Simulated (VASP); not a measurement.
Zr: single point with PBE

Zr:

```
CELL_PARAMETERS angstrom
-1.84550 1.84550 1.84550
1.84550 -1.84550 1.84550
1.84550 1.84550 -1.84550
ATOMIC_POSITIONS crystal
Zr 0.00000 0.00000 0.00000
```

```
Program                : VASP 6.6.1
Task                   : single point
Functional             : PBE
Potentials or basis    : VASP PAW PBE potentials, release 64 (Zr_sv)
Cutoff                 : 500 eV
k mesh                 : 10 × 10 × 10
Occupations            : fermi-dirac, width 0.05 eV
Spin                   : no spin polarisation
Dipole correction      : no
Further INCAR settings : ALGO = Normal; EDIFF = 1e-06; NBANDS = 12
```

- Pressure: -7.3 GPa
- Band gap on the k mesh: zero (band 6 reaches 8.97 eV, above the bottom of band 7 at 7.23 eV)

Levels at points of the mesh, in eV from the Fermi level:
```tsv
k point	band 2	band 3	band 4	band 5	band 6	band 7	band 8	band 9	band 10	band 11
(0.00, 0.00, 0.00)	-26.30	-26.30	-26.30	-5.26	1.05	1.05	1.05	3.31	3.31	12.10
(0.50, 0.00, 0.00)	-27.05	-26.54	-26.31	-2.60	-0.57	1.28	3.27	3.88	5.71	9.24
(0.50, 0.50, 0.50)	-26.83	-26.83	-26.83	-2.26	-2.26	5.12	5.12	5.12	6.82	6.82
```

Run time: 6.7 s on 1 thread of Intel(R) Xeon(R) Platinum 8375C CPU @ 2.90GHz (Ice Lake), on a shared host, peak memory 0.14 GiB.
